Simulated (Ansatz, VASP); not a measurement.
## Hg: VASP beside Ansatz

```
CELL_PARAMETERS angstrom
3.17237 -1.77725 0.00103
3.17237 1.77725 0.00103
-2.11854 0.00000 7.94130
ATOMIC_POSITIONS crystal
Hg 0.78350 0.78350 0.35077
Hg 0.21650 0.21650 0.64923
Hg 0.00000 0.00000 0.00000
```

Alike in both runs: task single point; functional PBE; k mesh 12 × 12 × 4; occupations gaussian, width 0.05 eV; no spin polarisation.

|  | VASP | Ansatz |
| --- | --- | --- |
| version | VASP 6.6.1 | Ansatz 0.2.0 |
| potentials or method | VASP PAW PBE potentials, release 64 (Hg), cutoff 520 eV | scalar-relativistic, plane waves, PAW |
| valence electrons in the cell | 36 | 60 |

|  | VASP | Ansatz | Ansatz less VASP |
| --- | --- | --- | --- |
| gap on the k mesh at the Fermi level (eV) | none | none | - |
| pressure (GPa) | 0.9 | 0.8 | -0.09 |
| traceless stress, the component that is largest in VASP (GPa) | 0.51 | 0.47 | -0.040 |
| rms of the force components (eV/Å) | 0.152 | 0.145 | -0.0076 |

Atom by atom the forces differ by 0.008 eV/Å (rms over components). A gap of «none» marks a metal or a gap that the smearing closes. The functional is the same, so the differences come from potentials, cutoffs and numerics. VASP's potentials hold 36 valence electrons a cell and Ansatz's 60, so a difference there can come from the potentials and not from the codes.

Spin-orbit coupling is off throughout.
